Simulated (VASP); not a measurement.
Here is a VASP 6.6.1 calculation.

INCAR

```
SYSTEM = Ru
PREC = Accurate ; ENCUT = 400
EDIFF = 1E-6 ; ISMEAR = -1
SIGMA = 0.08 ; LREAL = .False.
LASPH = .True. ; NELM = 120
ALGO = Normal ; ISIF = 2
LWAVE = .False. ; LCHARG = .False.
LDIPOL = .True. ; IDIPOL = 3
DIPOL = 0.5 0.5 0.500 ; GGA = PE
NBANDS = 43 ; GGA_COMPAT = .False.
NELMDL = -8
```

Contents of KPOINTS:

```
Automatic mesh
0
Gamma
  14 14 1
  0 0 0
```

POSCAR

```
Ru
1.0
    2.7207384562      0.0000000000      0.0000000000
   -1.3603692281      2.3562286201      0.0000000000
    0.0000000000      0.0000000000     24.5921000000
Ru
5
Direct
    0.0000000000      0.0000000000      0.3253073639
    0.3333333340      0.6666666660      0.4126536821
    0.0000000000      0.0000000000      0.4999999997
    0.3333333340      0.6666666660      0.5873463179
    0.0000000000      0.0000000000      0.6746926361
```

Potentials or basis: VASP PAW PBE potentials, release 64 (Ru_pv).

Command:

```bash
$ cat potpaw_PBE.64/Ru_pv/POTCAR > POTCAR
$ mpirun -np 1 vasp_std > vasp.out
```

Task: Estimate the band gap on the k mesh.

Result: Zero (bands 35 and 36 overlap by 2.41 eV).

Task: What does it give for the largest force?

Result: 0.703 eV/Å.

Forces in eV/Å, atoms in the order of the input:
```
Ru   0.000  0.000  0.690
Ru   0.000  0.000 -0.703
Ru   0.000  0.000  0.000
Ru   0.000  0.000  0.703
Ru   0.000  0.000 -0.690
```
